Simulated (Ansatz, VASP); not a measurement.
## One calculation of Pt, two programs

INCAR

```
SYSTEM = Pt
PREC     = Accurate       ! precision mode
ENCUT    = 520            ! plane-wave cutoff, eV
EDIFF    = 1E-6           ! SCF threshold, eV
ISMEAR   = -1             ! smearing method
SIGMA    = 0.08           ! smearing width, eV
LREAL    = .False.        ! projectors in reciprocal space
LASPH    = .True.         ! aspherical terms in the spheres
NELM     = 80             ! most SCF steps
ALGO     = Normal         ! electronic algorithm
ISIF     = 2              ! what is computed and relaxed
LWAVE    = .False.        ! write WAVECAR
LCHARG   = .True.         ! write CHGCAR
GGA      = PE             ! functional
LELF     = .True.         ! ELF
LVHAR    = .True.       
NBANDS   = 11             ! bands
```

KPOINTS

```
regular mesh
0
Gamma
  16 16 15
  0 0 0
```

File POSCAR:

```
Pt
1.0
    2.6230787120      0.0000000000      0.0000000000
   -1.3115393560      2.2716528008      0.0000000000
    0.0000000000      0.0000000000      2.5995363311
Pt
1
Direct
    0.0000000000      0.0000000000      0.0000000000
```

Input for Ansatz:

```yaml
crystal:
  lattice:
    - [2.623078712, 0.0, 0.0]
    - [-1.311539356, 2.2716528008, 0.0]
    - [0.0, 0.0, 2.5995363311]
  atoms:
    - { symbol: Pt, position: [0.0, 0.0, 0.0] }
kpoints:
  mp_grid: { grid: [16, 16, 15] }
  band_path:
    path:
      - [0.0, 0.0, 0.0]
      - [0.5, 0.0, 0.0]
      - [0.3333333333, 0.3333333333, 0.0]
      - [0.0, 0.0, 0.0]
      - [0.0, 0.0, 0.5]
      - [0.5, 0.0, 0.5]
      - [0.3333333333, 0.3333333333, 0.5]
      - [0.0, 0.0, 0.5]
      - [0.5, 0.0, 0.5]
    npoints: 8
scf:
  occupations: { method: fermi_dirac, width: 0.08 }
hamiltonian:
  xc: pbe
  pseudopotentials: { kind: all_electron, lapw: { basis_error: 0.001 } }
output:
  forces: true
  stress: true
  eigenvalues: true
  populations: true
  dos: { projected: true, de: 0.2, e_range: [-14, 8] }
```

Change from the starting cell: volume scaled by 0.92, LAPW.

Alike in both runs: task single point; functional PBE; k mesh 16 × 16 × 15; occupations fermi-dirac, width 0.08 eV; no spin polarisation.

```csv
,VASP,Ansatz
version,VASP 6.6.1,Ansatz 0.2.0
potentials or method,"VASP PAW PBE potentials, release 64 (Pt), cutoff 520 eV","all-electron LAPW, scalar-relativistic"
```

Ansatz gave:

- pressure (GPa): 22.4
- traceless stress, the component that is largest in VASP (GPa): 0.08

Problem. Estimate VASP's values.

Solution. Pressure (GPa): 21.7; traceless stress, the component that is largest in VASP (GPa): -0.10.

Ansatz ran all-electron here, and VASP with PAW potentials.

Spin-orbit coupling is off throughout.
